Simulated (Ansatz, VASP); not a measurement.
**One calculation of Bi, two programs**

The input INCAR:

```
SYSTEM = Bi
  PREC = Accurate
  ENCUT = 520
  EDIFF = 1E-6
  ISMEAR = 0
  SIGMA = 0.1
  LREAL = .FALSE.
  LASPH = .TRUE.
  NELM = 60
  ALGO = Fast
  ISIF = 2
  LWAVE = .FALSE.
  LCHARG = .FALSE.
  GGA = PE
  NBANDS = 14
```

The input KPOINTS:

```
Automatic mesh
0
G
  16 16 16
  0 0 0
```

File POSCAR:

```
Bi
1.0
   -2.0308678007      2.0308678007      2.0308678007
    2.0308678007     -2.0308678007      2.0308678007
    2.0308678007      2.0308678007     -2.0308678007
Bi
1
Direct
    0.0000000000      0.0000000000      0.0000000000
```

Input for Ansatz:

```yaml
crystal:
  lattice:
    - [-2.0308678007, 2.0308678007, 2.0308678007]
    - [2.0308678007, -2.0308678007, 2.0308678007]
    - [2.0308678007, 2.0308678007, -2.0308678007]
  atoms:
    - { symbol: Bi, position: [0.0, 0.0, 0.0] }
basis:
  ecutwfc: 420
kpoints:
  mp_grid: { grid: [16, 16, 16] }
hamiltonian:
  xc: pbe
scf:
  occupations: { method: gaussian, width: 0.1 }
output:
  forces: true
  stress: true
  eigenvalues: true
```

Alike in both runs: task single point; functional PBE; k mesh 16 × 16 × 16; occupations gaussian, width 0.1 eV; no spin polarisation.

|  | VASP | Ansatz |
| --- | --- | --- |
| version | VASP 6.6.1 | Ansatz 0.2.0 |
| potentials or method | VASP PAW PBE potentials, release 64 (Bi_d), cutoff 520 eV | scalar-relativistic, plane waves, PAW |
| valence electrons in the cell | 15 | 15 |

```csv
,VASP,Ansatz,Ansatz less VASP
gap on the k mesh at the Fermi level (eV),none,none,-
pressure (GPa),-2.6,-2.6,+0.03
```

A gap of «none» marks a metal or a gap that the smearing closes.

Neither program's run includes spin-orbit coupling.
